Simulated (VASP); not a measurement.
Write the native input for VASP 6.6.1 that does the following.

| Property | Result |
| --- | --- |
| Task | single point |
| Functional | PBE |
| Potentials or basis | VASP PAW PBE potentials, release 64 (Ga_d, N) |
| Cutoff | 600 eV |
| k mesh | 4 × 4 × 3 |
| Occupations | gaussian, width 0.01 eV |
| Spin | no spin polarisation |
| Dipole correction | no |
| Further INCAR settings | ALGO = Normal; EDIFF = 1e-06; NBANDS = 26 |

The structure of GaN lies in POSCAR:

```
GaN
1.0
    3.1900000000      0.0000000000      0.0000000000
   -1.5950000000      2.7626210381      0.0000000000
    0.0000000000      0.0000000000      5.1795846876
Ga N
2 2
Direct
    0.3333333333      0.6666666667     -0.0001369521
    0.6666666667      0.3333333333      0.4998630479
    0.3333333333      0.6666666667      0.3771369521
    0.6666666667      0.3333333333      0.8771369521
```

These files were run (other wordings do the same):

INCAR

```
  PREC = Accurate
  ENCUT = 600
  EDIFF = 1E-6
  ISMEAR = 0
  SIGMA = 0.01
  LREAL = F
  LASPH = T
  NELM = 120
  ALGO = Normal
  ISIF = 2
  LWAVE = F
  LCHARG = F
  GGA = PE
  NBANDS = 26
  GGA_COMPAT = F
```

KPOINTS

```
Automatic mesh
0
Gamma
  4 4 3
```

Potentials or basis: VASP PAW PBE potentials, release 64 (Ga_d, N).

Run with:

```bash
$ cat potpaw_PBE.64/Ga_d/POTCAR potpaw_PBE.64/N/POTCAR > POTCAR
$ mpirun -np 1 vasp_std > vasp.out
```

Results of the run:

- Pressure: 5.4 GPa
- Largest force: 0.006 eV/Å
- Band gap on the k mesh: 1.92 eV, direct

Caveat: the k points lie up to 0.57 Å⁻¹ apart.

Wall time 16 s on 1 thread of Intel(R) Xeon(R) Platinum 8259CL CPU @ 2.50GHz (Skylake/Cascade Lake), on a shared host, peak memory 0.17 GiB.
